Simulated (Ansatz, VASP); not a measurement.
## MgO in VASP and in Ansatz

```
CELL_PARAMETERS angstrom
0.00000 2.13515 2.13515
2.13515 0.00000 2.13515
2.13515 2.13515 0.00000
ATOMIC_POSITIONS crystal
Mg 0.00000 0.00000 0.00000
O 0.50000 0.50000 0.50000
```

Alike in both runs: task single point; functional LDA; k mesh 8 × 8 × 8; occupations gaussian, width 0.1 eV; no spin polarisation.

```csv
,VASP,Ansatz
version,VASP 6.6.1,Ansatz 0.2.0
potentials or method,"VASP PAW LDA potentials, release 64 (Mg, O), cutoff 600 eV","scalar-relativistic, plane waves, PAW"
valence electrons in the cell,8,16
```

```tsv
	VASP	Ansatz	Ansatz less VASP
gap on the k mesh at the Fermi level (eV)	4.27	4.27	+0.006
least direct gap on the mesh (eV)	4.27	4.27	+0.006
pressure (GPa)	-13.5	-11.4	+2.07
```

Ansatz warns that its potentials were made for another functional, while VASP's fit it. LDA's correlation is that of Perdew and Zunger in VASP and of Perdew and Wang (1992) in Ansatz. VASP's potentials hold 8 valence electrons a cell and Ansatz's 16, so a difference there can come from the potentials and not from the codes.
